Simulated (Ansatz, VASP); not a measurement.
# Ti in VASP and in Ansatz

The input INCAR:

```
  PREC = Accurate
  ENCUT = 520
  EDIFF = 1E-6
  ISMEAR = -1
  SIGMA = 0.05
  LREAL = F
  LASPH = T
  NELM = 100
  ALGO = Normal
  ISIF = 2
  LWAVE = F
  LCHARG = T
  LELF = T
  LVHAR = T
  NBANDS = 12
```

File KPOINTS:

```
regular mesh
0
Gamma
  14 14 14
```

POSCAR

```
Ti
1.0
    0.0000000000      2.0300000000      2.0097000000
    2.0300000000      0.0000000000      2.0097000000
    2.0300000000      2.0300000000      0.0000000000
Ti
1
Direct
    0.0000000000      0.0000000000      0.0000000000
```

Input for Ansatz:

```yaml
crystal:
  lattice:
    - [0.0, 2.03, 2.0097]
    - [2.03, 0.0, 2.0097]
    - [2.03, 2.03, 0.0]
  atoms:
    - { symbol: Ti, position: [0.0, 0.0, 0.0] }
kpoints:
  mp_grid: { grid: [14, 14, 14] }
  band_path:
    path:
      - [0.0, 0.0, 0.0]
      - [0.0, 0.5, 0.5]
      - [0.25, 0.75, 0.5]
      - [0.0, 0.5, 0.0]
      - [0.0, 0.0, 0.0]
      - [0.5, 0.5, 0.0]
      - [0.3775380063, 0.6224619937, 0.0]
      - [-0.3775380063, 0.3775380063, 0.0]
      - [0.0, 0.0, 0.0]
    npoints: 5
scf:
  occupations: { method: fermi_dirac, width: 0.05 }
hamiltonian:
  xc: lda
  pseudopotentials: { kind: all_electron, lapw: { basis_error: 0.00025 } }
output:
  forces: true
  stress: true
  eigenvalues: true
```

Change from the starting cell: zz strain of -1 %.

Alike in both runs: task single point; functional LDA; k mesh 14 × 14 × 14; occupations fermi-dirac, width 0.05 eV; no spin polarisation.

|  | VASP | Ansatz |
| --- | --- | --- |
| version | VASP 6.6.1 | Ansatz 0.2.0 |
| potentials or method | VASP PAW LDA potentials, release 64 (Ti_sv), cutoff 520 eV | all-electron LAPW, scalar-relativistic |

Ansatz gave:

| Property | Result |
| --- | --- |
| pressure (GPa) | -3.8 |
| traceless stress, the component that is largest in VASP (GPa) | 0.17 |

Q: Which values does VASP return?

A: Pressure (GPa): -3.9; traceless stress, the component that is largest in VASP (GPa): 0.17.

LDA's correlation is that of Perdew and Zunger in VASP and of Perdew and Wang (1992) in Ansatz. Ansatz ran all-electron here, and VASP with PAW potentials.
